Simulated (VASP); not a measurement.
Set up this calculation in VASP 6.6.1, as the native input.

```yaml
Task: single point
Functional: PBEsol
Potentials_or_basis: VASP PAW PBE potentials, release 64 (Ta_pv, Si)
Cutoff: 400 eV
k_mesh: 3 × 3 × 3
Occupations: methfessel-paxton, width 0.1 eV
Spin: no spin polarisation
Dipole_correction: no
Further_INCAR_settings: ALGO = Normal; EDIFF = 1e-06; NBANDS = 104
```

The structure of Ta16Si (a cell with a defect) lies in POSCAR:

```
Ta16Si
1.0
    6.6414755500      0.0000000000      0.0000000000
    0.0000000000      6.6414755500      0.0000000000
    0.0000000000      0.0000000000      6.6414755500
Ta Si
16 1
Direct
    0.0133821600     -0.0208448000      0.0026269800
    0.2533991900      0.2459696900      0.2467415300
   -0.0009652500      0.0084297200      0.5026157600
    0.2533848900      0.2460952000      0.7584395000
    0.0097975100      0.4971823500      0.0028081300
    0.2525646000      0.7639726200      0.2430588600
    0.0544318800      0.5245764100      0.5027984900
    0.2526784900      0.7637739000      0.7622688500
    0.4935465100     -0.0203125700      0.0025072700
    0.7543783300      0.2171950000      0.1990955200
    0.5063986800      0.0078541400      0.5025843700
    0.7546580400      0.2173104900      0.8058178500
    0.4970313500      0.4973506800      0.0027885800
    0.7529000900      0.7352799400      0.2558911500
    0.4488509500      0.5277897700      0.5024896100
    0.7529433600      0.7350544600      0.7492119600
    0.7502898300      0.3707260400      0.5024222500
```

The input as run:

INCAR

```
SYSTEM = Ta16Si
  PREC = Accurate
  ENCUT = 400
  EDIFF = 1E-6
  ISMEAR = 1
  SIGMA = 0.1
  LREAL = .FALSE.
  LASPH = .TRUE.
  NELM = 120
  ALGO = Normal
  ISIF = 2
  LWAVE = .FALSE.
  LCHARG = .TRUE.
  GGA = PS
  LELF = .TRUE.
  LVHAR = .TRUE.
  NBANDS = 104
  GGA_COMPAT = .FALSE.
```

KPOINTS

```
regular mesh
0
G
  3 3 3
  0 0 0
```

Potentials or basis: VASP PAW PBE potentials, release 64 (Ta_pv, Si).

Run with:

```sh
$ cat potpaw_PBE.64/Ta_pv/POTCAR potpaw_PBE.64/Si/POTCAR > POTCAR
$ mpirun -np 1 vasp_std > vasp.out
```

It gave:

```
Pressure               : 8.6 GPa
Largest force          : 0.166 eV/Å
Band gap on the k mesh : zero (bands 90 and 91 overlap by 0.86 eV)
```

Caveat: the PAW data sets were made with another functional, which shifts forces and pressure a little; spin-orbit coupling is left out, which moves the levels of the heavy elements.

Run time: 6.8 min on 1 thread of Oxide Virtual Turin-like Processor, on a shared host, peak memory 0.39 GiB.
